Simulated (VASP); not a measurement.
# Bi2Te2Pb5S6 (P-3m1) in VASP: single point with PBE

Aim: the single point of Bi2Te2Pb5S6 with PBE.

Program: VASP 6.6.1. These are calculated values, not measurements. Logs are shortened: lines on timing, memory, paths and dates and some standing lists are left out, and cuts for length are marked.

## 1. The cell of the first run

Symmetry: P-3m1, No. 164, trigonal system. The conventional cell has a = 4.243 Å, b = 4.243 Å, c = 27.311 Å, α = 90.00°, β = 90.00°, γ = 120.00°. Bi (site symmetry 3m) has 3 S at 3.02 Å and 3 Te at 3.04 Å within 4.0 Å. Within 4.0 Å of Te (site symmetry 3m) lie 3 Bi at 3.04 Å and 3 Te at 3.92 Å. Pb (site symmetry 3m) has 6 S at 2.98 to 2.99 Å within 3.9 Å. Pb (site symmetry 3m) has 6 S at 2.99 Å within 3.9 Å. Within 3.9 Å of Pb (site symmetry -3m) lie 6 S at 2.99 Å. Within 3.9 Å of S (site symmetry 3m) lie 3 Pb at 2.98 Å and 3 Bi at 3.02 Å. S (site symmetry 3m) has 6 Pb at 2.99 Å within 3.9 Å. S (site symmetry 3m) has 6 Pb at 2.99 Å within 3.9 Å.

## 2. Single point, PBE

INCAR

```
SYSTEM = Bi2Te2Pb5S6
ALGO = Normal
EDIFF = 1E-6
ENCUT = 520
GGA = PE
ISIF = 2
ISMEAR = -1
LASPH = .True.
LCHARG = .True.
LELF = .True.
LREAL = Auto
LVHAR = .True.
LWAVE = .False.
NBANDS = 87
NELM = 80
PREC = Accurate
SIGMA = 0.02
```

KPOINTS

```
k-points
0
Gamma
  8 8 1
  0 0 0
```

POSCAR

```
Bi2Te2Pb5S6
1.0
    4.2428200417      0.0000000000      0.0000000000
   -2.1214100209      3.6743899398      0.0000000000
    0.0000000000      0.0000000000     27.3112300000
Bi Te Pb S
2 2 5 6
Direct
    0.0000000000      0.0000000000      0.1218554466
    0.0000000000      0.0000000000      0.8781445534
    0.3333333333      0.6666666667      0.9440630937
    0.6666666667      0.3333333333      0.0559369063
    0.3333333333      0.6666666667      0.7513153965
    0.6666666667      0.3333333333      0.2486846035
    0.3333333333      0.6666666667      0.3743776452
    0.6666666667      0.3333333333      0.6256223548
    0.0000000000      0.0000000000      0.5000000000
    0.3333333333      0.6666666667      0.1862787360
    0.6666666667      0.3333333333      0.8137212640
    0.0000000000      0.0000000000      0.3116603477
    0.0000000000      0.0000000000      0.6883396523
    0.3333333333      0.6666666667      0.5627854936
    0.6666666667      0.3333333333      0.4372145064
```

Potentials or basis: VASP PAW PBE potentials, release 64 (Bi_d, Te, Pb_d, S).

Command:

```
$ cat potpaw_PBE.64/Bi_d/POTCAR potpaw_PBE.64/Te/POTCAR potpaw_PBE.64/Pb_d/POTCAR potpaw_PBE.64/S/POTCAR > POTCAR
$ mpirun -np 1 vasp_std > vasp.out
```

OUTCAR:

```text
SYSTEM = Bi2Te2Pb5S6
   EDIFF = 1E-6
   ENCUT = 520
   GGA = PE
   ISIF = 2
   ISMEAR = -1
   LASPH = .True.
   LREAL = Auto
   NELM = 80
   PREC = Accurate

 ion  position               nearest neighbor table
   1  0.000  0.000  0.122-  10 3.02  10 3.02  10 3.02   4 3.04   4 3.04   4 3.04
   2  0.000  0.000  0.878-  11 3.02  11 3.02  11 3.02   3 3.04   3 3.04   3 3.04
   3  0.333  0.667  0.944-   2 3.04   2 3.04   2 3.04
   4  0.667  0.333  0.056-   1 3.04   1 3.04   1 3.04
   5  0.333  0.667  0.751-  11 2.98  11 2.98  11 2.98  13 2.99  13 2.99  13 2.99
   6  0.667  0.333  0.249-  10 2.98  10 2.98  10 2.98  12 2.99  12 2.99  12 2.99
   7  0.333  0.667  0.374-  12 2.99  12 2.99  12 2.99  15 2.99  15 2.99  15 2.99
   8  0.667  0.333  0.626-  13 2.99  13 2.99  13 2.99  14 2.99  14 2.99  14 2.99
   9  0.000  0.000  0.500-  14 2.99  15 2.99  15 2.99  14 2.99  15 2.99  14 2.99
  10  0.333  0.667  0.186-   6 2.98   6 2.98   6 2.98   1 3.02   1 3.02   1 3.02
  11  0.667  0.333  0.814-   5 2.98   5 2.98   5 2.98   2 3.02   2 3.02   2 3.02
  12  0.000  0.000  0.312-   7 2.99   7 2.99   7 2.99   6 2.99   6 2.99   6 2.99
  13  0.000  0.000  0.688-   8 2.99   8 2.99   8 2.99   5 2.99   5 2.99   5 2.99
  14  0.333  0.667  0.563-   9 2.99   9 2.99   9 2.99   8 2.99   8 2.99   8 2.99
  15  0.667  0.333  0.437-   9 2.99   9 2.99   9 2.99   7 2.99   7 2.99   7 2.99

  LATTYP: Found a hexagonal cell.
 ALAT       =     4.2428200417
 C/A-ratio  =     6.4370465237

  Lattice vectors:

 A1 = (   4.2428200417,   0.0000000000,   0.0000000000)
 A2 = (  -2.1214100209,   3.6743899398,   0.0000000000)
 A3 = (   0.0000000000,   0.0000000000,  27.3112300000)

Analysis of symmetry for initial positions (statically):
=====================================================================
 Subroutine PRICEL returns:
 Original cell was already a primitive cell.

 Routine SETGRP: Setting up the symmetry group for a
 hexagonal supercell.

 Subroutine GETGRP returns: Found 12 space group operations
 (whereof 12 operations were pure point group operations)
 out of a pool of 24 trial point group operations.

The static configuration has the point symmetry D_3d.

Analysis of symmetry for dynamics (positions and initial velocities):
=====================================================================
 Subroutine PRICEL returns:
 Original cell was already a primitive cell.

 Routine SETGRP: Setting up the symmetry group for a
 hexagonal supercell.

 Subroutine GETGRP returns: Found 12 space group operations
 (whereof 12 operations were pure point group operations)
 out of a pool of 24 trial point group operations.

The dynamic configuration has the point symmetry D_3d.

 Subroutine INISYM returns: Found 12 space group operations
 (whereof 12 operations are pure point group operations),
 and found     1 'primitive' translations

----------------------------------------------------------------------------------------

                                     Primitive cell

  volume of cell :     425.7759

  direct lattice vectors                    reciprocal lattice vectors
     4.242820042  0.000000000  0.000000000     0.235692297  0.136077011  0.000000000
    -2.121410021  3.674389940  0.000000000     0.000000000  0.272154022  0.000000000
     0.000000000  0.000000000 27.311230000     0.000000000  0.000000000  0.036614975

  length of vectors
     4.242820042  4.242820042 27.311230000     0.272154022  0.272154022  0.036614975

  position of ions in fractional coordinates (direct lattice)
     0.000000000  0.000000000  0.121855447
     0.000000000  0.000000000  0.878144553
     0.333333333  0.666666667  0.944063094
     0.666666667  0.333333333  0.055936906
     0.333333333  0.666666667  0.751315396
     0.666666667  0.333333333  0.248684604
     0.333333333  0.666666667  0.374377645
     0.666666667  0.333333333  0.625622355
     0.000000000  0.000000000  0.500000000
     0.333333333  0.666666667  0.186278736
     0.666666667  0.333333333  0.813721264
     0.000000000  0.000000000  0.311660348
     0.000000000  0.000000000  0.688339652
     0.333333333  0.666666667  0.562785494
     0.666666667  0.333333333  0.437214506

  ion indices of the primitive-cell ions
   primitive index   ion index
                 1           1
                 2           2
                 3           3
                 4           4
                 5           5
                 6           6
                 7           7
                 8           8
                 9           9
                10          10
                11          11
                12          12
                13          13
                14          14
                15          15

----------------------------------------------------------------------------------------

 KPOINTS: k-points

Automatic generation of k-mesh.
 Grid dimensions read from file:
 generate k-points for:    8    8    1

 Generating k-lattice:

  Cartesian coordinates                     Fractional coordinates (reciprocal lattice)
     0.029461537  0.017009626  0.000000000     0.125000000  0.000000000  0.000000000
     0.000000000  0.034019253  0.000000000     0.000000000  0.125000000  0.000000000
     0.000000000  0.000000000  0.036614975     0.000000000  0.000000000  1.000000000

  Length of vectors
     0.034019253  0.034019253  0.036614975

  Shift w.r.t. Gamma in fractional coordinates (k-lattice)
     0.000000000  0.000000000  0.000000000

 Subroutine IBZKPT returns following result:
 ===========================================

 Found     10 irreducible k-points:

 Following reciprocal coordinates:
            Coordinates               Weight
  0.000000  0.000000  0.000000      1.000000
  0.125000  0.000000  0.000000      6.000000
  0.250000  0.000000  0.000000      6.000000
  0.375000 -0.000000  0.000000      6.000000
  0.500000  0.000000  0.000000      3.000000
  0.125000  0.125000  0.000000      6.000000
  0.250000  0.125000  0.000000     12.000000
  0.375000  0.125000  0.000000     12.000000
  0.250000  0.250000  0.000000      6.000000
  0.375000  0.250000  0.000000      6.000000
   k-points           NKPTS =     10   k-points in BZ     NKDIM =     10   number of bands    NBANDS=     87
   number of dos      NEDOS =    301   number of ions     NIONS =     15
   total plane-waves  NPLWV = 215040
   dimension x,y,z NGX =    32 NGY =   32 NGZ =  210
   dimension x,y,z NGXF=    64 NGYF=   64 NGZF=  420
   ions per type =               2   2   5   6
   NGX,Y,Z   is equivalent  to a cutoff of  12.54, 12.54, 12.78 a.u.
   NGXF,Y,Z  is equivalent  to a cutoff of  25.08, 25.08, 25.57 a.u.
 SYSTEM =  Bi2Te2Pb5S6
   PREC   = accura    normal or accurate (medium, high low for compatibility)
   ISTART =      0    job   : 0-new  1-cont  2-samecut
   ICHARG =      2    charge: 1-file 2-atom 10-const
   ISPIN  =      1    spin polarized calculation?
   LNONCOLLINEAR =      F non collinear calculations
   LSORBIT =      F    spin-orbit coupling
   LASPH  =      T    aspherical Exc in radial PAW
   ENCUT  =  520.0 eV  38.22 Ry    6.18 a.u.   7.89  7.89 50.78*2*pi/ulx,y,z
   NELM   =     80;   NELMIN=  2; NELMDL= -5     # of ELM steps
   EDIFF  = 0.1E-05   stopping-criterion for ELM
   LREAL  =      T    real-space projection
   EDIFFG = 0.1E-04   stopping-criterion for IOM
   NSW    =      0    number of steps for IOM
   IBRION =     -1    ionic relax: 0-MD 1-quasi-New 2-CG
   NFREE  =      0    steps in history (QN), initial steepest desc. (CG)
   ISIF   =      2    stress and relaxation
   ISYM   =      2    0-nonsym 1-usesym 2-fastsym
   POTIM  = 0.5000    time-step for ionic-motion
   TEBEG  =    0.0;   TEEND  =   0.0 temperature during run
   PSTRESS=    0.0 pullay stress
   NELECT =     148.0000    total number of electrons
   NUPDOWN=      -1.0000    fix difference up-down
   EMIN   =  10.00;   EMAX   =-10.00  energy-range for DOS
   EFERMI =   0.00;   METHOD = LEGACY
   ISMEAR =    -1;   SIGMA  =   0.02  broadening in eV -4-tet -1-fermi 0-gaus
   EFERMI_NEDOS =   21; number of points for ismear=-14 and -15
   IALGO  =     38    algorithm
   IMIX   =      4    mixing-type and parameters
     AMIX     =   0.40;   BMIX     =  1.00
     AMIX_MAG =   1.60;   BMIX_MAG =  1.00
  volume/ion in A,a.u.               =      28.39       191.55
  Fermi-wavevector in a.u.,A,eV,Ry     =   1.151070  2.175207 18.027201  1.324962
  Thomas-Fermi vector in A             =   2.287730
   LORBIT       =      0    0 simple, 1 ext, 2 COOP (PROOUT), +10 PAW based schemes
   GGA     = PE    functional components
   LHFCALC =     F    Hartree Fock is set to
   AEXX    =    0.0000 exact exchange contribution
   IVDW    =     0    specifies the selected vdW correction
   LEPSILON=     F    determine dielectric tensor
   LRPA    =     F    only Hartree local field effects (RPA)
 non-spin polarized calculation
  energy-cutoff  :      520.00
  volume of cell :      425.78
 maximum number of plane-waves:     11508
 NGX is ok and might be reduce to    32
   NGX = 15   NGY = 15   NGZ =101

 number of electron     147.9999988 magnetization

 Free energy of the ion-electron system (eV)
  ---------------------------------------------------
  ext. energy  EPLUGINS =         0.00000000
  ---------------------------------------------------
  free energy    TOTEN  =       -63.44389389 eV

  energy without entropy =      -63.44389389  energy(sigma->0) =      -63.44389389

 E-fermi :   5.7665     XC(G=0):  -9.4708

 val. band max:        5.3747751968   @ k =   0.0000   0.0000   0.0000
 cond. band min:       6.1737556937   @ k =   0.0000   0.0000   0.0000
 fundamental gap:      0.7989804969
 Fermi energy:         5.7665422913

 k-point     1 :       0.0000    0.0000    0.0000
  band No.  band energies     occupation
      1     -17.4823      2.00000
      2     -17.4823      2.00000
      3     -17.4823      2.00000
      4     -17.4823      2.00000
      5     -17.4725      2.00000
      6     -17.4725      2.00000
[... 78 lines left out ...]
     85       8.2813      0.00000
     86       8.3028      0.00000

 k-point     2 :       0.1250    0.0000    0.0000
  band No.  band energies     occupation
      1     -17.4832      2.00000
      2     -17.4832      2.00000
      3     -17.4794      2.00000
      4     -17.4794      2.00000
      5     -17.4709      2.00000
      6     -17.4708      2.00000
[... 701 lines left out ...]
     85       8.9487      0.00000
     86       9.1988      0.00000

 k-point    10 :       0.3750    0.2500    0.0000
  band No.  band energies     occupation
      1     -17.4839      2.00000
      2     -17.4838      2.00000
      3     -17.4752      2.00000
      4     -17.4752      2.00000
      5     -17.4716      2.00000
      6     -17.4716      2.00000
[... 78 lines left out ...]
     85       8.9473      0.00000
     86       9.1729      0.00000
 [bands above 86 left out]

------------------------ aborting loop because EDIFF is reached ----------------------------------------

  FORCE on cell =-STRESS in cart. coord.  units (eV):
  Direction    XX          YY          ZZ          XY          YZ          ZX
  --------------------------------------------------------------------------------------
  -------------------------------------------------------------------------------------
  Total        2.4122996      2.4122996      2.6158897     -0.0000000      0.0000000      0.0000000
  in kB        9.0773841      9.0773841      9.8434851     -0.0000000      0.0000000      0.0000000
  external PRESSURE =       9.3327511 kB  Pullay stress =       0.0000000 kB

 VOLUME and BASIS-vectors are now :
 -----------------------------------------------------------------------------
  energy-cutoff  :      520.00
  volume of cell :      425.78
      direct lattice vectors                 reciprocal lattice vectors
     4.242820042  0.000000000  0.000000000     0.235692297  0.136077011  0.000000000
    -2.121410021  3.674389940  0.000000000     0.000000000  0.272154022  0.000000000
     0.000000000  0.000000000 27.311230000     0.000000000  0.000000000  0.036614975

 POSITION                                       TOTAL-FORCE (eV/Angst)
 -----------------------------------------------------------------------------------
      0.00000      0.00000      3.32802        -0.000000      0.000000      0.001870
      0.00000      0.00000     23.98321         0.000000     -0.000000     -0.001870
     -0.00000      2.44959     25.78352        -0.000000     -0.000000      0.008592
      2.12141      1.22480      1.52771         0.000000      0.000000     -0.008592
     -0.00000      2.44959     20.51935         0.000000     -0.000000      0.000501
      2.12141      1.22480      6.79188        -0.000000      0.000000     -0.000501
     -0.00000      2.44959     10.22471         0.000000      0.000000      0.002580
      2.12141      1.22480     17.08652        -0.000000     -0.000000     -0.002580
      0.00000      0.00000     13.65561         0.000000      0.000000     -0.000000
     -0.00000      2.44959      5.08750        -0.000000      0.000000     -0.002676
      2.12141      1.22480     22.22373         0.000000     -0.000000      0.002676
      0.00000      0.00000      8.51183         0.000000      0.000000     -0.003107
      0.00000      0.00000     18.79940         0.000000      0.000000      0.003107
     -0.00000      2.44959     15.37036         0.000000      0.000000      0.002001
      2.12141      1.22480     11.94087         0.000000      0.000000     -0.002001
 -----------------------------------------------------------------------------------
    total drift:                               -0.000000      0.000000     -0.000000

  FREE ENERGIE OF THE ION-ELECTRON SYSTEM (eV)
  ---------------------------------------------------
  free  energy   TOTEN  =       -63.4438938914 eV

  energy  without entropy=      -63.4438938913  energy(sigma->0) =      -63.44389389
```

It took 17 min on 1 thread of AMD EPYC 7R43 (Zen 3), shared host; peak memory 0.57 GiB.

Results:

```
Free energy            : -63.4439 eV
Pressure               : 0.9 GPa
Largest force          : 0.009 eV/Å
Band gap on the k mesh : 0.80 eV
```

Forces on the atoms (eV/Å):
```
Bi   0.000  0.000  0.002
Bi   0.000  0.000 -0.002
Te   0.000  0.000  0.009
Te   0.000  0.000 -0.009
Pb   0.000  0.000  0.001
Pb   0.000  0.000 -0.001
Pb   0.000  0.000  0.003
Pb   0.000  0.000 -0.003
Pb   0.000  0.000  0.000
S    0.000  0.000 -0.003
S    0.000  0.000  0.003
S    0.000  0.000 -0.003
S    0.000  0.000  0.003
S    0.000  0.000  0.002
S    0.000  0.000 -0.002
```

Levels at points of the mesh, in eV from the valence-band top:
```csv
k point,band 70,band 71,band 72,band 73,band 74,band 75,band 76,band 77,band 78,band 79
"(0.00, 0.00, 0.00)",-0.63,-0.63,-0.61,-0.09,0.00,0.80,0.88,1.55,1.73,1.73
"(0.50, 0.00, 0.00)",-1.43,-1.13,-0.96,-0.74,-0.07,0.87,1.52,1.83,2.12,2.30
```

Caveat: spin-orbit coupling is left out, which moves the levels of the heavy elements; an odd mesh through Γ misses points on the zone boundary, where band edges can lie; this functional lacks dispersion, which binds the layers, so the pressure and a relaxed spacing across them are unreliable.
